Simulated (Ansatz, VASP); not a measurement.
MgBPS4 in VASP and in Ansatz

```
Mg B P S
1.0
     0.00000    4.65513    4.65513
     4.65513    0.00000    4.65513
     4.65513    4.65513    0.00000
Mg B P S
1 1 1 4
Direct
  0.25000 0.25000 0.25000
  0.75000 0.75000 0.75000
  0.50000 0.50000 0.50000
  0.10874 0.63042 0.63042
  0.63042 0.10874 0.63042
  0.63042 0.63042 0.10874
  0.63042 0.63042 0.63042
```

Alike in both runs: task relaxation of cell and atoms; functional PBE; k mesh 8 × 8 × 8; occupations gaussian, width 0.1 eV; no spin polarisation.

|  | VASP | Ansatz |
| --- | --- | --- |
| version | VASP 6.6.1 | Ansatz 0.2.0 |
| potentials or method | VASP PAW PBE potentials, release 64 (Mg, B, P, S), cutoff 600 eV | scalar-relativistic, plane waves, PAW |
| valence electrons in the cell | 34 | 42 |

```tsv
	VASP	Ansatz	Ansatz less VASP
gap on the k mesh at the Fermi level, each at its own relaxed structure (eV)	none	none	-
relaxed volume (Å³/atom)	28.81	28.95	+0.146
relaxed length of the cell vector where the two differ most in proportion (Å)	6.582	6.593	+0.0111
```

A gap of «none» marks a metal or a gap that the smearing closes. VASP's potentials hold 34 valence electrons a cell and Ansatz's 42, so a difference there can come from the potentials and not from the codes.
